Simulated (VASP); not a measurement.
# Er2O (P4_2/mmc) in VASP: a series of runs

Er2O is run at these levels: PBE; tasks: single point.

All numbers are computed with VASP 6.6.1; they aren't measurements. Logs are shortened: lines on timing, memory, paths and dates and some standing lists are left out, and cuts for length are marked.

**1. The cell of the first run**

It takes space group P4_2/mmc (No. 131, tetragonal). The conventional cell has a = 3.642 Å, b = 3.642 Å, c = 11.770 Å, α = 90.00°, β = 90.00°, γ = 90.00°. Er (site symmetry 2mm) has 2 O at 2.17 Å within 2.9 Å. O (site symmetry -4m2) has 4 Er at 2.17 Å within 2.9 Å.

The cell was generated, and may not be a known phase.

**2. Single point, PBE**

The input, INCAR:

```
ALGO = Normal
EDIFF = 1E-6
ENCUT = 600
GGA = PE
GGA_COMPAT = F
ISIF = 2
ISMEAR = 0
LASPH = T
LCHARG = F
LMAXMIX = 6
LREAL = F
LWAVE = F
NBANDS = 33
NELM = 200
PREC = Accurate
SIGMA = 0.1
```

The input, KPOINTS:

```
k-points
0
Gamma
  6 6 2
```

The input, POSCAR:

```
Er2O
1.0
    3.6415606230      0.0000000000      0.0000000000
    0.0000000000      3.6415606230      0.0000000000
    0.0000000000      0.0000000000     11.7701477212
Er O
4 2
Direct
    0.0000000000      0.5000000000      0.8506844096
    0.5000000000      0.0000000000      0.3506844096
    0.5000000000      0.0000000000      0.6493155904
    0.0000000000      0.5000000000      0.1493155904
    0.0000000000      0.0000000000      0.7500000000
    0.0000000000      0.0000000000      0.2500000000
```

Potentials or basis: VASP PAW PBE potentials, release 64 (Er_3, O), 4f in core.

Run with:

```console
cat potpaw_PBE.64/Er_3/POTCAR potpaw_PBE.64/O/POTCAR > POTCAR
mpirun -np 1 vasp_std > vasp.out
```

OUTCAR:

```text
EDIFF = 1E-6
   ENCUT = 600
   GGA = PE
   ISIF = 2
   ISMEAR = 0
   LASPH = T
   LREAL = F
   NELM = 200
   PREC = Accurate

 ion  position               nearest neighbor table
   1  0.000  0.500  0.851-   5 2.17   5 2.17   3 3.50   3 3.50   3 3.50   3 3.50   4 3.51
   2  0.500  0.000  0.351-   6 2.17   6 2.17   4 3.50   4 3.50   4 3.50   4 3.50   3 3.51
   3  0.500  0.000  0.649-   5 2.17   5 2.17   1 3.50   1 3.50   1 3.50   1 3.50   2 3.51
   4  0.000  0.500  0.149-   6 2.17   6 2.17   2 3.50   2 3.50   2 3.50   2 3.50   1 3.51
   5  0.000  0.000  0.750-   1 2.17   3 2.17   1 2.17   3 2.17
   6  0.000  0.000  0.250-   2 2.17   4 2.17   4 2.17   2 2.17

  LATTYP: Found a simple tetragonal cell.
 ALAT       =     3.6415606230
 C/A-ratio  =     3.2321712968

  Lattice vectors:

 A1 = (   3.6415606230,   0.0000000000,   0.0000000000)
 A2 = (   0.0000000000,   3.6415606230,   0.0000000000)
 A3 = (   0.0000000000,   0.0000000000,  11.7701477212)

Analysis of symmetry for initial positions (statically):
=====================================================================
 Subroutine PRICEL returns:
 Original cell was already a primitive cell.

 Routine SETGRP: Setting up the symmetry group for a
 simple tetragonal supercell.

 Subroutine GETGRP returns: Found 16 space group operations
 (whereof  8 operations were pure point group operations)
 out of a pool of 16 trial point group operations.

The static configuration has the point symmetry D_2h.
 The point group associated with its full space group is D_4h.

Analysis of symmetry for dynamics (positions and initial velocities):
=====================================================================
 Subroutine PRICEL returns:
 Original cell was already a primitive cell.

 Routine SETGRP: Setting up the symmetry group for a
 simple tetragonal supercell.

 Subroutine GETGRP returns: Found 16 space group operations
 (whereof  8 operations were pure point group operations)
 out of a pool of 16 trial point group operations.

The dynamic configuration has the point symmetry D_2h.
 The point group associated with its full space group is D_4h.

 Subroutine INISYM returns: Found 16 space group operations
 (whereof  8 operations are pure point group operations),
 and found     1 'primitive' translations

----------------------------------------------------------------------------------------

                                     Primitive cell

  volume of cell :     156.0835

  direct lattice vectors                    reciprocal lattice vectors
     3.641560623  0.000000000  0.000000000     0.274607539  0.000000000  0.000000000
     0.000000000  3.641560623  0.000000000     0.000000000  0.274607539  0.000000000
     0.000000000  0.000000000 11.770147721     0.000000000  0.000000000  0.084960701

  length of vectors
     3.641560623  3.641560623 11.770147721     0.274607539  0.274607539  0.084960701

  position of ions in fractional coordinates (direct lattice)
     0.000000000  0.500000000  0.850684410
     0.500000000  0.000000000  0.350684410
     0.500000000  0.000000000  0.649315590
     0.000000000  0.500000000  0.149315590
     0.000000000  0.000000000  0.750000000
     0.000000000  0.000000000  0.250000000

  ion indices of the primitive-cell ions
   primitive index   ion index
                 1           1
                 2           2
                 3           3
                 4           4
                 5           5
                 6           6

----------------------------------------------------------------------------------------

 KPOINTS: k-points

Automatic generation of k-mesh.
 Grid dimensions read from file:
 generate k-points for:    6    6    2

 Generating k-lattice:

  Cartesian coordinates                     Fractional coordinates (reciprocal lattice)
     0.045767923  0.000000000  0.000000000     0.166666667  0.000000000  0.000000000
     0.000000000  0.045767923  0.000000000     0.000000000  0.166666667  0.000000000
     0.000000000  0.000000000  0.042480350     0.000000000  0.000000000  0.500000000

  Length of vectors
     0.045767923  0.045767923  0.042480350

  Shift w.r.t. Gamma in fractional coordinates (k-lattice)
     0.000000000  0.000000000  0.000000000

 Subroutine IBZKPT returns following result:
 ===========================================

 Found     20 irreducible k-points:

 Following reciprocal coordinates:
            Coordinates               Weight
  0.000000  0.000000  0.000000      1.000000
  0.166667  0.000000  0.000000      4.000000
  0.333333  0.000000  0.000000      4.000000
  0.500000  0.000000  0.000000      2.000000
  0.166667  0.166667  0.000000      4.000000
  0.333333  0.166667  0.000000      8.000000
[... 12 lines left out ...]
  0.500000  0.333333  0.500000      4.000000
  0.500000  0.500000  0.500000      1.000000
   k-points           NKPTS =     20   k-points in BZ     NKDIM =     20   number of bands    NBANDS=     33
   number of dos      NEDOS =    301   number of ions     NIONS =      6
   total plane-waves  NPLWV =  86400
   dimension x,y,z NGX =    30 NGY =   30 NGZ =   96
   dimension x,y,z NGXF=    60 NGYF=   60 NGZF=  192
   ions per type =               4   2
   NGX,Y,Z   is equivalent  to a cutoff of  13.70, 13.70, 13.56 a.u.
   NGXF,Y,Z  is equivalent  to a cutoff of  27.39, 27.39, 27.12 a.u.
 SYSTEM =  unknown system
   PREC   = accura    normal or accurate (medium, high low for compatibility)
   ISTART =      0    job   : 0-new  1-cont  2-samecut
   ICHARG =      2    charge: 1-file 2-atom 10-const
   ISPIN  =      1    spin polarized calculation?
   LNONCOLLINEAR =      F non collinear calculations
   LSORBIT =      F    spin-orbit coupling
   LASPH  =      T    aspherical Exc in radial PAW
   ENCUT  =  600.0 eV  44.10 Ry    6.64 a.u.   7.27  7.27 23.51*2*pi/ulx,y,z
   NELM   =    200;   NELMIN=  2; NELMDL= -5     # of ELM steps
   EDIFF  = 0.1E-05   stopping-criterion for ELM
   LREAL  =      F    real-space projection
   EDIFFG = 0.1E-04   stopping-criterion for IOM
   NSW    =      0    number of steps for IOM
   IBRION =     -1    ionic relax: 0-MD 1-quasi-New 2-CG
   NFREE  =      0    steps in history (QN), initial steepest desc. (CG)
   ISIF   =      2    stress and relaxation
   ISYM   =      2    0-nonsym 1-usesym 2-fastsym
   POTIM  = 0.5000    time-step for ionic-motion
   TEBEG  =    0.0;   TEEND  =   0.0 temperature during run
   PSTRESS=    0.0 pullay stress
   NELECT =      48.0000    total number of electrons
   NUPDOWN=      -1.0000    fix difference up-down
   EMIN   =  10.00;   EMAX   =-10.00  energy-range for DOS
   EFERMI =   0.00;   METHOD = LEGACY
   ISMEAR =     0;   SIGMA  =   0.10  broadening in eV -4-tet -1-fermi 0-gaus
   EFERMI_NEDOS =   21; number of points for ismear=-14 and -15
   IALGO  =     38    algorithm
   IMIX   =      4    mixing-type and parameters
     AMIX     =   0.40;   BMIX     =  1.00
     AMIX_MAG =   1.60;   BMIX_MAG =  1.00
  volume/ion in A,a.u.               =      26.01       175.55
  Fermi-wavevector in a.u.,A,eV,Ry     =   1.105019  2.088182 16.613612  1.221066
  Thomas-Fermi vector in A             =   2.241500
   LORBIT       =      0    0 simple, 1 ext, 2 COOP (PROOUT), +10 PAW based schemes
   GGA     = PE    functional components
   LHFCALC =     F    Hartree Fock is set to
   AEXX    =    0.0000 exact exchange contribution
   IVDW    =     0    specifies the selected vdW correction
   LEPSILON=     F    determine dielectric tensor
   LRPA    =     F    only Hartree local field effects (RPA)
 non-spin polarized calculation
 Gauss-broadening in eV      SIGMA  =   0.10
  energy-cutoff  :      600.00
  volume of cell :      156.08
 maximum number of plane-waves:      5247
 NGX is ok and might be reduce to    30
   NGX = 15   NGY = 15   NGZ = 47

 number of electron      47.9999986 magnetization

 Free energy of the ion-electron system (eV)
  ---------------------------------------------------
  ext. energy  EPLUGINS =         0.00000000
  ---------------------------------------------------
  free energy    TOTEN  =       -38.31947861 eV

  energy without entropy =      -38.30004374  energy(sigma->0) =      -38.30976117

 E-fermi :   2.6784     XC(G=0):  -9.2558

 val. band max:        2.6568673837   @ k =   0.5000   0.1667   0.5000
 cond. band min:       2.7099223250   @ k =   0.5000   0.1667   0.0000
 fundamental gap:      0.0530549413
 Fermi energy:         2.6783841050

 k-point     1 :       0.0000    0.0000    0.0000
  band No.  band energies     occupation
      1     -23.0347      2.00000
      2     -22.9039      2.00000
      3     -22.4507      2.00000
      4     -22.4507      2.00000
      5     -22.4376      2.00000
      6     -22.4376      2.00000
[... 25 lines left out ...]
     32       6.5926      0.00000
     33       6.7230      0.00000

 k-point     2 :       0.1667    0.0000    0.0000
  band No.  band energies     occupation
      1     -23.0653      2.00000
      2     -22.9626      2.00000
      3     -22.5540      2.00000
      4     -22.4957      2.00000
      5     -22.4397      2.00000
      6     -22.4267      2.00000
[... 25 lines left out ...]
     32       5.8422      0.00000
     33       6.6702      0.00000

 k-point     3 :       0.3333    0.0000    0.0000
  band No.  band energies     occupation
      1     -23.1881      2.00000
      2     -23.1333      2.00000
      3     -22.6352      2.00000
      4     -22.5379      2.00000
      5     -22.4300      2.00000
      6     -22.4167      2.00000
[... 25 lines left out ...]
     32       5.6143      0.00000
     33       6.3100      0.00000

 k-point     4 :       0.5000    0.0000    0.0000
  band No.  band energies     occupation
      1     -23.2717      2.00000
      2     -23.2303      2.00000
      3     -22.6467      2.00000
      4     -22.5500      2.00000
      5     -22.4496      2.00000
      6     -22.4047      2.00000
[... 529 lines left out ...]
     32       4.9191      0.00000
     33       5.8000      0.00000

 k-point    19 :       0.5000    0.3333    0.5000
  band No.  band energies     occupation
      1     -23.3625      2.00000
      2     -23.3599      2.00000
      3     -22.5739      2.00000
      4     -22.5693      2.00000
      5     -22.5336      2.00000
      6     -22.4938      2.00000
[... 25 lines left out ...]
     32       4.9235      0.00000
     33       5.8724      0.00000

 k-point    20 :       0.5000    0.5000    0.5000
  band No.  band energies     occupation
      1     -23.4206      2.00000
      2     -23.4206      2.00000
      3     -22.5417      2.00000
      4     -22.5417      2.00000
      5     -22.5383      2.00000
      6     -22.5383      2.00000
[... 25 lines left out ...]
     32       4.3900      0.00000
     33       6.3571      0.00000

------------------------ aborting loop because EDIFF is reached ----------------------------------------

  FORCE on cell =-STRESS in cart. coord.  units (eV):
  Direction    XX          YY          ZZ          XY          YZ          ZX
  --------------------------------------------------------------------------------------
  -------------------------------------------------------------------------------------
  Total        1.2743874      1.2743874      0.9855082      0.0000000      0.0000000      0.0000000
  in kB       13.0814243     13.0814243     10.1161170      0.0000000      0.0000000      0.0000000
  external PRESSURE =      12.0929886 kB  Pullay stress =       0.0000000 kB

 VOLUME and BASIS-vectors are now :
 -----------------------------------------------------------------------------
  energy-cutoff  :      600.00
  volume of cell :      156.08
      direct lattice vectors                 reciprocal lattice vectors
     3.641560623  0.000000000  0.000000000     0.274607539  0.000000000  0.000000000
     0.000000000  3.641560623  0.000000000     0.000000000  0.274607539  0.000000000
     0.000000000  0.000000000 11.770147721     0.000000000  0.000000000  0.084960701

 POSITION                                       TOTAL-FORCE (eV/Angst)
 -----------------------------------------------------------------------------------
      0.00000      1.82078     10.01268         0.000000     -0.000000      0.192541
      1.82078      0.00000      4.12761        -0.000000      0.000000      0.192541
      1.82078      0.00000      7.64254        -0.000000      0.000000     -0.192541
      0.00000      1.82078      1.75747        -0.000000     -0.000000     -0.192541
      0.00000      0.00000      8.82761        -0.000000     -0.000000      0.000000
      0.00000      0.00000      2.94254        -0.000000     -0.000000      0.000000
 -----------------------------------------------------------------------------------
    total drift:                                0.000000      0.000000      0.000000

  FREE ENERGIE OF THE ION-ELECTRON SYSTEM (eV)
  ---------------------------------------------------
  free  energy   TOTEN  =       -38.3194786144 eV

  energy  without entropy=      -38.3000437351  energy(sigma->0) =      -38.30976117
```

Run time: 81 s. Hardware: 1 thread of AMD EPYC 9R45 (Zen 5), shared host; peak memory 0.29 GiB.

Results:

| Item | Value |
| --- | --- |
| Free energy | -38.3195 eV |
| Pressure | 1.2 GPa |
| Largest force | 0.193 eV/Å |
| Band gap on the k mesh | zero (bands 24 and 25 overlap by 0.69 eV) |

Forces in eV/Å, atoms in the order of the input:
```
Er   0.000  0.000  0.193
Er   0.000  0.000  0.193
Er   0.000  0.000 -0.193
Er   0.000  0.000 -0.193
O    0.000  0.000  0.000
O    0.000  0.000  0.000
```

Stress tensor (GPa, compression positive):
```
1.31 0.00 0.00
0.00 1.31 0.00
0.00 0.00 1.01
```

Caveat: spin-orbit coupling is left out, which moves the levels of the heavy elements; the 4f electrons are frozen in the core, so they carry no moment and show no levels; the run has no spin polarisation, though such a crystal can be magnetic.

**3. Single point, PBE**

This run uses another cell than the first one, of 22.78 Å³/atom.

The input, INCAR:

```
SYSTEM = Er2O
ALGO = Normal
EDIFF = 1E-6
ENCUT = 600
GGA = PE
GGA_COMPAT = .False.
ISIF = 2
ISMEAR = 0
LASPH = .True.
LCHARG = .True.
LELF = .True.
LMAXMIX = 6
LREAL = .False.
LVHAR = .True.
LWAVE = .False.
NBANDS = 33
NELM = 200
PREC = Accurate
SIGMA = 0.1
```

The input, KPOINTS:

```
k-points
0
Gamma
  6 6 2
  0 0 0
```

The input, POSCAR:

```
Er2O
1.0
    3.3167559500      0.0000000000      0.0000000000
    0.0000000000      3.3167559500      0.0000000000
    0.0000000000      0.0000000000     12.4242301300
Er O
4 2
Direct
    0.0000000000      0.5000000000      0.8641184600
    0.5000000000      0.0000000000      0.3641184600
    0.5000000000      0.0000000000      0.6358815400
    0.0000000000      0.5000000000      0.1358815400
    0.0000000000      0.0000000000      0.7500000000
    0.0000000000      0.0000000000      0.2500000000
```

Potentials or basis: VASP PAW PBE potentials, release 64 (Er_3, O), 4f in core.

Run with:

```console
cat potpaw_PBE.64/Er_3/POTCAR potpaw_PBE.64/O/POTCAR > POTCAR
mpirun -np 1 vasp_std > vasp.out
```

OUTCAR:

```text
SYSTEM = Er2O
   EDIFF = 1E-6
   ENCUT = 600
   GGA = PE
   ISIF = 2
   ISMEAR = 0
   LASPH = .True.
   LREAL = .False.
   NELM = 200
   PREC = Accurate

 ion  position               nearest neighbor table
   1  0.000  0.500  0.864-   5 2.18   5 2.18   4 3.38   3 3.68   3 3.68   3 3.68   3 3.68
   2  0.500  0.000  0.364-   6 2.18   6 2.18   3 3.38   4 3.68   4 3.68   4 3.68   4 3.68
   3  0.500  0.000  0.636-   5 2.18   5 2.18   2 3.38   1 3.68   1 3.68   1 3.68   1 3.68
   4  0.000  0.500  0.136-   6 2.18   6 2.18   1 3.38   2 3.68   2 3.68   2 3.68   2 3.68
[... 925 lines left out ...]
  -------------------------------------------------------------------------------------
  Total        6.3281128      6.3281128     -1.3934608      0.0000000      0.0000000      0.0000000
  in kB       74.1802470     74.1802470    -16.3346123      0.0000000      0.0000000      0.0000000
  external PRESSURE =      44.0086272 kB  Pullay stress =       0.0000000 kB

 VOLUME and BASIS-vectors are now :
 -----------------------------------------------------------------------------
  energy-cutoff  :      600.00
  volume of cell :      136.68
      direct lattice vectors                 reciprocal lattice vectors
     3.316755950  0.000000000  0.000000000     0.301499421  0.000000000  0.000000000
     0.000000000  3.316755950  0.000000000     0.000000000  0.301499421  0.000000000
     0.000000000  0.000000000 12.424230130     0.000000000  0.000000000  0.080487885

 POSITION                                       TOTAL-FORCE (eV/Angst)
 -----------------------------------------------------------------------------------
      0.00000      1.65838     10.73601        -0.000000      0.000000     -0.542982
      1.65838      0.00000      4.52389         0.000000      0.000000     -0.542982
      1.65838      0.00000      7.90034         0.000000     -0.000000      0.542982
      0.00000      1.65838      1.68822         0.000000      0.000000      0.542982
      0.00000      0.00000      9.31817        -0.000000      0.000000      0.000000
      0.00000      0.00000      3.10606         0.000000      0.000000      0.000000
 -----------------------------------------------------------------------------------
    total drift:                                0.000000      0.000000      0.000000

  FREE ENERGIE OF THE ION-ELECTRON SYSTEM (eV)
  ---------------------------------------------------
  free  energy   TOTEN  =       -37.4932457251 eV

  energy  without entropy=      -37.4783069496  energy(sigma->0) =      -37.48577634
```

stdout:

```text
POSCAR found type information on POSCAR ErO
 POSCAR found :  2 types and       6 ions
 scaLAPACK will be used
 LDA part: xc-table for (Slater+PW92), standard interpolation
 POSCAR, INCAR and KPOINTS ok, starting setup
 FFT: planning ... GRIDC
 FFT: planning ... GRID_SOFT
 FFT: planning ... GRID
 WAVECAR not read
 entering main loop
```

Run time: 84 s. Hardware: 1 thread of AMD EPYC 9R45 (Zen 5), shared host; peak memory 0.27 GiB.

What came out:

- Free energy: -37.4932 eV
- Pressure: 4.4 GPa
- Largest force: 0.543 eV/Å
- Band gap on the k mesh: zero (bands 24 and 25 overlap by 0.97 eV)

Forces on the atoms (eV/Å):
```
Er   0.000  0.000 -0.543
Er   0.000  0.000 -0.543
Er   0.000  0.000  0.543
Er   0.000  0.000  0.543
O    0.000  0.000  0.000
O    0.000  0.000  0.000
```

Levels at points of the mesh, in eV from the Fermi level:
```tsv
k point	band 20	band 21	band 22	band 23	band 24	band 25	band 26	band 27	band 28	band 29
(0.00, 0.00, 0.00)	-5.61	-4.15	-2.95	-2.68	-1.34	-0.67	-0.63	0.18	0.29	2.42
(0.50, 0.00, 0.00)	-5.59	-1.44	-1.12	-1.01	-0.70	-0.29	1.17	1.69	2.13	2.52
(0.50, 0.50, 0.00)	-5.53	-0.93	-0.54	-0.54	-0.14	0.28	0.28	0.80	0.82	0.94
(0.00, 0.00, 0.50)	-5.61	-3.77	-3.77	-1.79	-1.79	-0.56	-0.56	0.10	0.10	2.79
(0.50, 0.00, 0.50)	-5.59	-1.37	-1.20	-1.12	-0.53	-0.30	1.09	1.63	2.18	2.46
(0.50, 0.50, 0.50)	-5.56	-0.65	-0.65	-0.50	-0.50	0.24	0.24	0.88	0.88	1.76
```

Caveat: the stress differs along the axes, from -2 to 7 GPa; spin-orbit coupling is left out, which moves the levels of the heavy elements; the 4f electrons are frozen in the core, so they carry no moment and show no levels; the run has no spin polarisation, though such a crystal can be magnetic.

The gap in the log of VASP goes by the Fermi energy; the results here count the filled bands.